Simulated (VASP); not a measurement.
Write the native input for VASP 6.6.1 that does the following.

```
Task                   : relaxation of cell and atoms
Functional             : PBE
Potentials or basis    : VASP PAW PBE potentials, release 64 (Mn_pv, H)
Cutoff                 : 600 eV
k mesh                 : 14 × 14 × 14
Occupations            : gaussian, width 0.1 eV
Spin                   : collinear spin, ferromagnetic start
Starting moments       : [2.65, 0.0, 0.0, 0.0, 0.0] μB
Dipole correction      : no
Further INCAR settings : ALGO = Normal; EDIFF = 1e-07; IBRION = 2; EDIFFG = -0.01; NSW = 100; ISIF = 3
```

The structure of MnH4 lies in POSCAR:

```
MnH4
1.0
   -2.0039535710      2.0039535710      2.0039535710
    2.0039535710     -2.0039535710      2.0039535710
    2.0039535710      2.0039535710     -2.0039535710
Mn H
1 4
Direct
    0.0000000000      0.0000000000      0.0000000000
    0.0000000000      0.0000000000      0.5000000000
    0.5000000000      0.0000000000      0.0000000000
    0.5000000000      0.5000000000      0.5000000000
    0.0000000000      0.5000000000      0.0000000000
```

The cell was generated, and may not be a known phase.

These files were run (other wordings do the same):

INCAR

```
PREC = Accurate
ENCUT = 600
EDIFF = 1E-7
ISMEAR = 0
SIGMA = 0.1
LREAL = False
LASPH = True
NELM = 150
ALGO = Normal
ISIF = 3
LWAVE = False
LCHARG = False
ISPIN = 2
MAGMOM = 2.65 0 0 0 0
LORBIT = 11
LMAXMIX = 4
GGA = PE
IBRION = 2
NSW = 100
EDIFFG = -0.01
```

KPOINTS

```
Automatic mesh
0
Gamma
  14 14 14
```

Potentials or basis: VASP PAW PBE potentials, release 64 (Mn_pv, H).

Run with:

```sh
$ cat potpaw_PBE.64/Mn_pv/POTCAR potpaw_PBE.64/H/POTCAR > POTCAR
$ mpirun -np 1 vasp_std > vasp.out
```

It gave:

The relaxed volume is 6.45 Å³/atom and the relaxed cell is a = 3.474 Å, b = 3.474 Å, c = 3.474 Å, α = 109.47°, β = 109.47°, γ = 109.47°. The space group after relaxing (to 0.1 Å) is Im-3m (No. 229), the energy gained by relaxing is 0.0 meV/atom and the ionic steps are 2. The pressure after relaxing is 0.2 GPa, the net moment is 2.95 μB per cell and the site moments are Mn +3.04; H -0.04 μB. The valence electrons inside the program's atomic spheres are Mn 11.69; H 0.54.

Wall time 5.6 min on 1 thread of Oxide Virtual Turin-like Processor (shared host), peak memory 0.2 GiB.
